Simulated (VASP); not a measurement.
Runs of VASP 6.6.1 on Pt. The structure is that of space group Cmcm (No. 63), or close to it. The cells are those of the table. 

```csv
cell,further INCAR settings,gap on the mesh (eV),pressure (GPa),largest force (eV/Å)
"a = 2.345, b = 2.769, c = 4.781 Å, angles 90.0, 90.0, 115.1°, 2 atoms",ALGO = Fast; EDIFF = 1e-07; NBANDS = 17,none,58.7,0.13
"a = 2.896, b = 2.592, c = 4.781 Å, angles 90.0, 90.0, 124.0°, 2 atoms",ALGO = Fast; EDIFF = 1e-06; NBANDS = 17,none,22.0,0.13
"a = 2.483, b = 2.692, c = 4.781 Å, angles 90.0, 90.0, 117.5°, 2 atoms",ALGO = Fast; EDIFF = 1e-07; NBANDS = 17,none,41.0,0.03
"a = 2.621, b = 2.417, c = 4.781 Å, angles 90.0, 90.0, 122.8°, 2 atoms",ALGO = Fast; EDIFF = 1e-06; NBANDS = 17,none,110.8,0.06
"a = 2.759, b = 2.455, c = 4.781 Å, angles 90.0, 90.0, 124.2°, 2 atoms",ALGO = Fast; EDIFF = 1e-06; NBANDS = 17,none,77.2,0.14
"a = 2.483, b = 2.799, c = 4.781 Å, angles 90.0, 90.0, 116.3°, 2 atoms",ALGO = Fast; EDIFF = 1e-07; NBANDS = 17,none,24.2,0.06
"a = 2.345, b = 2.554, c = 4.781 Å, angles 90.0, 90.0, 117.3°, 2 atoms",ALGO = Fast; EDIFF = 1e-07; NBANDS = 17,none,112.1,0.02
"a = 2.345, b = 2.661, c = 4.781 Å, angles 90.0, 90.0, 116.1°, 2 atoms",ALGO = Fast; EDIFF = 1e-06; NBANDS = 17,none,(b),0.08
"a = 2.896, b = 2.494, c = 4.781 Å, angles 90.0, 90.0, 125.5°, 2 atoms",ALGO = Fast; EDIFF = 1e-06; NBANDS = 17,none,51.8,0.21
"a = 3.034, b = 2.535, c = 4.781 Å, angles 90.0, 90.0, 126.8°, 2 atoms",ALGO = Fast; EDIFF = 1e-07; NBANDS = 17,none,32.3,(a)
"a = 2.345, b = 2.878, c = 4.781 Å, angles 90.0, 90.0, 114.0°, 2 atoms",ALGO = Fast; EDIFF = 1e-06; NBANDS = 17,none,43.4,0.18
"a = 2.759, b = 2.554, c = 4.781 Å, angles 90.0, 90.0, 122.7°, 2 atoms",ALGO = Fast; EDIFF = 1e-07; NBANDS = 17,none,40.2,0.08
```

Alike in all rows: task single point; level PBE; potentials or basis VASP PAW PBE potentials, release 64 (Pt); no spin polarisation; k mesh 18 × 18 × 10; cutoff (eV) 520; smearing gaussian 0.15 eV.

Question: Estimate the missing entries.

Answer: (a) 0.25; (b) 80.6.

Caveats: spin-orbit coupling is left out, which moves the levels of the heavy elements.

A k mesh can miss the band edges, and the runs leave out spin-orbit coupling on Pt.

A gap of «none» marks levels without a gap at the run's occupations.
